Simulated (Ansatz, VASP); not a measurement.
# AlN in VASP and in Ansatz

```
Al N
1.0
     0.00000    2.14253    2.14253
     2.10184    0.04069    2.10184
     2.14253    2.14253    0.00000
Al N
1 1
Direct
  0.46453 0.60642 0.46453
  0.03547 0.89358 0.03547
```

Alike in both runs: task single point; functional PBE; k mesh 10 × 10 × 10; occupations gaussian, width 0.02 eV; no spin polarisation.

|  | VASP | Ansatz |
| --- | --- | --- |
| version | VASP 6.6.1 | Ansatz 0.2.0 |
| potentials or method | VASP PAW PBE potentials, release 64 (Al, N), cutoff 520 eV | scalar-relativistic, plane waves, PAW |
| valence electrons in the cell | 8 | 8 |

|  | VASP | Ansatz | Ansatz less VASP |
| --- | --- | --- | --- |
| gap on the k mesh at the Fermi level (eV) | 2.47 | 2.49 | +0.024 |
| least direct gap on the mesh (eV) | 2.99 | 2.99 | -0.006 |
| pressure (GPa) | -1.8 | -1.6 | +0.19 |
| traceless stress, the component that is largest in VASP (GPa) | -4.09 | -4.10 | -0.011 |
| rms of the force components (eV/Å) | 0.708 | 0.712 | +0.0046 |

Atom by atom the forces differ by 0.005 eV/Å (rms over components). The functional is the same, so the differences come from potentials, cutoffs and numerics.
